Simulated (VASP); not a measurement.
# Hf (P6/mmm) in VASP: notebook, part 2 of 2

VASP 6.6.1.

## 5. Single point, PBEsol

This run uses another cell than the first one, of 21.04 Å³/atom, 1.128 times its volume.

Input file INCAR:

```
  PREC = Accurate
  ENCUT = 520
  EDIFF = 1E-6
  ISMEAR = -1
  SIGMA = 0.05
  LREAL = False
  LASPH = True
  NELM = 60
  ALGO = Normal
  ISIF = 2
  LWAVE = False
  LCHARG = False
  GGA = PS
  NBANDS = 22
```

Input file KPOINTS:

```
Automatic mesh
0
Gamma
  6 6 9
```

Input file POSCAR:

```
Hf
1.0
    4.8885153953      0.0000000000      0.0000000000
   -2.4442576976      4.2335785191      0.0000000000
    0.0000000000      0.0000000000      3.0500984754
Hf
3
Direct
    0.0000000000      0.0000000000      0.0000000000
    0.3333333333      0.6666666667      0.5000000000
    0.6666666667      0.3333333333      0.5000000000
```

Potentials or basis: VASP PAW PBE potentials, release 64 (Hf_pv).

Command:

```sh
$ cat potpaw_PBE.64/Hf_pv/POTCAR > POTCAR
$ mpirun -np 1 vasp_std > vasp.out
```

OUTCAR:

```text
PREC = Accurate
   ENCUT = 520
   EDIFF = 1E-6
   ISMEAR = -1
   LREAL = False
   LASPH = True
   NELM = 60
   ISIF = 2
   GGA = PS

 ion  position               nearest neighbor table
   1  0.000  0.000  0.000-   2 3.21   3 3.21   2 3.21   3 3.21   2 3.21   2 3.21   3 3.21   3 3.21
                             3 3.21   3 3.21   2 3.21   2 3.21
   2  0.333  0.667  0.500-   3 2.82   3 2.82   3 2.82   1 3.21   1 3.21   1 3.21   1 3.21   1 3.21
                             1 3.21
   3  0.667  0.333  0.500-   2 2.82   2 2.82   2 2.82   1 3.21   1 3.21   1 3.21   1 3.21   1 3.21
                             1 3.21

  LATTYP: Found a hexagonal cell.
 ALAT       =     4.8885153953
 C/A-ratio  =     0.6239314452

  Lattice vectors:

 A1 = (   4.8885153953,   0.0000000000,   0.0000000000)
 A2 = (  -2.4442576976,   4.2335785191,   0.0000000000)
 A3 = (   0.0000000000,   0.0000000000,   3.0500984754)

Analysis of symmetry for initial positions (statically):
=====================================================================
 Subroutine PRICEL returns:
 Original cell was already a primitive cell.
[... 164 lines left out ...]
  ---------------------------------------------------
  ext. energy  EPLUGINS =         0.00000000
  ---------------------------------------------------
  free energy    TOTEN  =       -31.41175829 eV

  energy without entropy =      -31.38774683  energy(sigma->0) =      -31.39975256

 E-fermi :   4.9870     XC(G=0): -11.6731

 val. band max:        4.9849628994   @ k =   0.3333   0.3333   0.2222
 cond. band min:       5.0106448113   @ k =   0.3333   0.3333   0.3333
 fundamental gap:      0.0256819119
 Fermi energy:         4.9870037394

 k-point     1 :       0.0000    0.0000    0.0000
  band No.  band energies     occupation
      1     -25.5744      2.00000
      2     -25.5744      2.00000
      3     -25.5693      2.00000
      4     -25.5693      2.00000
      5     -25.1149      2.00000
      6     -24.8458      2.00000
[... 589 lines left out ...]
     21       8.8046      0.00000
     22       9.6883      0.00000

 [... further k-points ...]
[... 5 lines left out ...]
  --------------------------------------------------------------------------------------
  -------------------------------------------------------------------------------------
  Total        0.6198812      0.6198812      0.6921895      0.0000000     -0.0000000     -0.0000000
  in kB       15.7333284     15.7333284     17.5685997      0.0000000     -0.0000000     -0.0000000
  external PRESSURE =      16.3450855 kB  Pullay stress =       0.0000000 kB

 VOLUME and BASIS-vectors are now :
 -----------------------------------------------------------------------------
  energy-cutoff  :      520.00
  volume of cell :       63.12
      direct lattice vectors                 reciprocal lattice vectors
     4.888515395  0.000000000  0.000000000     0.204561082  0.118103396  0.000000000
    -2.444257698  4.233578519  0.000000000     0.000000000  0.236206792  0.000000000
     0.000000000  0.000000000  3.050098475     0.000000000  0.000000000  0.327858267

 POSITION                                       TOTAL-FORCE (eV/Angst)
 -----------------------------------------------------------------------------------
      0.00000      0.00000      0.00000        -0.000000      0.000000      0.000000
     -0.00000      2.82239      1.52505        -0.000000      0.000000     -0.000000
      2.44426      1.41119      1.52505         0.000000     -0.000000      0.000000
 -----------------------------------------------------------------------------------
    total drift:                                0.000000      0.000000     -0.000000

  FREE ENERGIE OF THE ION-ELECTRON SYSTEM (eV)
  ---------------------------------------------------
  free  energy   TOTEN  =       -31.4117582894 eV

  energy  without entropy=      -31.3877468341  energy(sigma->0) =      -31.39975256
```

OSZICAR:

```text
N       E                     dE             d eps       ncg     rms          rms(c)
DAV:   1     0.962927670700E+02    0.96293E+02   -0.16579E+04  1540   0.131E+03
DAV:   2    -0.270467672685E+02   -0.12334E+03   -0.11712E+03  1756   0.303E+02
DAV:   3    -0.324657737800E+02   -0.54190E+01   -0.51442E+01  2092   0.392E+01
DAV:   4    -0.325551822659E+02   -0.89408E-01   -0.89176E-01  1820   0.502E+00
DAV:   5    -0.325568217818E+02   -0.16395E-02   -0.16392E-02  2018   0.595E-01    0.823E+01
DAV:   6    -0.317146347299E+02    0.84219E+00   -0.73644E-01  1684   0.553E+00    0.483E+01
DAV:   7    -0.314268200944E+02    0.28781E+00   -0.12673E+00  1702   0.656E+00    0.258E+00
DAV:   8    -0.314163334045E+02    0.10487E-01   -0.85681E-02  1996   0.170E+00    0.202E+00
DAV:   9    -0.314117326477E+02    0.46008E-02   -0.22342E-02  1920   0.110E+00    0.669E-01
DAV:  10    -0.314117688468E+02   -0.36199E-04   -0.24592E-03  1892   0.313E-01    0.143E-01
DAV:  11    -0.314117579859E+02    0.10861E-04   -0.80344E-05  1932   0.657E-02    0.440E-02
DAV:  12    -0.314117588776E+02   -0.89167E-06   -0.11842E-05  1998   0.222E-02    0.294E-02
DAV:  13    -0.314117582894E+02    0.58818E-06   -0.13290E-06  1408   0.101E-02
   1 F= -.31411758E+02 E0= -.31399753E+02  d E =-.240115E-01
```

Run time: 14 s. Hardware: 1 thread of Intel Xeon 6975P-C (Granite Rapids), shared host; peak memory 0.19 GiB.

What came out:

```
Free energy            : -31.4118 eV
Pressure               : 1.6 GPa
Band gap on the k mesh : zero (band 15 reaches 5.30 eV, above the bottom of band 16 at 4.42 eV)
```

Caveat: the PAW data sets were made with another functional, which shifts forces and pressure a little; spin-orbit coupling is left out, which moves the levels of the heavy elements.

## 6. Single point, PBEsol

This run uses another cell than the first one, of 21.41 Å³/atom, 1.147 times its volume.

Input file INCAR:

```
SYSTEM = Hf
  PREC = Accurate
  ENCUT = 520
  EDIFF = 1E-6
  ISMEAR = -1
  SIGMA = 0.05
  LREAL = .FALSE.
  LASPH = .TRUE.
  NELM = 80
  ALGO = Fast
  ISIF = 2
  LWAVE = .FALSE.
  LCHARG = .FALSE.
  GGA = PS
  NBANDS = 22
```

Input file KPOINTS:

```
Automatic mesh
0
G
  6 6 9
  0 0 0
```

Input file POSCAR:

```
Hf
1.0
    4.9170166405      0.0000000000      0.0000000000
   -2.4585083202      4.2582613215      0.0000000000
    0.0000000000      0.0000000000      3.0670431341
Hf
3
Direct
    0.0000000000      0.0000000000      0.0000000000
    0.3333333333      0.6666666667      0.5000000000
    0.6666666667      0.3333333333      0.5000000000
```

Potentials or basis: VASP PAW PBE potentials, release 64 (Hf_pv).

Command:

```sh
$ cat potpaw_PBE.64/Hf_pv/POTCAR > POTCAR
$ mpirun -np 1 vasp_std > vasp.out
```

Wall time 33 s (1 thread of Intel Xeon 6975P-C (Granite Rapids), shared host); peak memory 0.2 GiB.

It converged, with:

| Property | Result |
| --- | --- |
| Free energy | -31.4162 eV |
| Pressure | -0.3 GPa |
| Band gap on the k mesh | zero (band 15 reaches 5.18 eV, above the bottom of band 16 at 4.29 eV) |

Stress tensor (GPa, compression positive):
```
-0.34  0.00  0.00
 0.00 -0.34  0.00
 0.00  0.00 -0.20
```

Levels at points of the mesh, in eV from the Fermi level:
| k point | band 12 | band 13 | band 14 | band 15 | band 16 | band 17 | band 18 | band 19 |
| --- | --- | --- | --- | --- | --- | --- | --- | --- |
| (0.00, 0.00, 0.00) | -0.61 | -0.61 | -0.61 | -0.57 | -0.57 | 1.15 | 2.19 | 2.19 |
| (0.50, 0.00, 0.00) | -3.62 | -0.49 | -0.44 | -0.36 | 0.18 | 0.90 | 1.23 | 1.56 |

Caveat: the PAW data sets were made with another functional, which shifts forces and pressure a little; spin-orbit coupling is left out, which moves the levels of the heavy elements.

## 7. Summary

```tsv
cell	gap on the mesh (eV)	pressure (GPa)
a = 4.697, b = 4.697, c = 2.931 Å, angles 90.0, 90.0, 120.0°, 3 atoms	none	19.6
a = 4.792, b = 4.792, c = 2.991 Å, angles 90.0, 90.0, 120.0°, 3 atoms	none	9.6
a = 4.850, b = 4.850, c = 3.027 Å, angles 90.0, 90.0, 120.0°, 3 atoms	none	4.6
a = 4.889, b = 4.889, c = 3.050 Å, angles 90.0, 90.0, 120.0°, 3 atoms	none	1.6
a = 4.917, b = 4.917, c = 3.067 Å, angles 90.0, 90.0, 120.0°, 3 atoms	none	-0.3
```

Alike in all rows: task single point; level PBEsol; potentials or basis VASP PAW PBE potentials, release 64 (Hf_pv); no spin polarisation; k mesh 6 × 6 × 9; cutoff (eV) 520; smearing fermi-dirac 0.05 eV.

Caveats: the PAW data sets were made with another functional, which shifts forces and pressure a little; spin-orbit coupling is left out, which moves the levels of the heavy elements.

Total energies depend on the potentials used, so only differences within one code and one set of settings carry meaning.
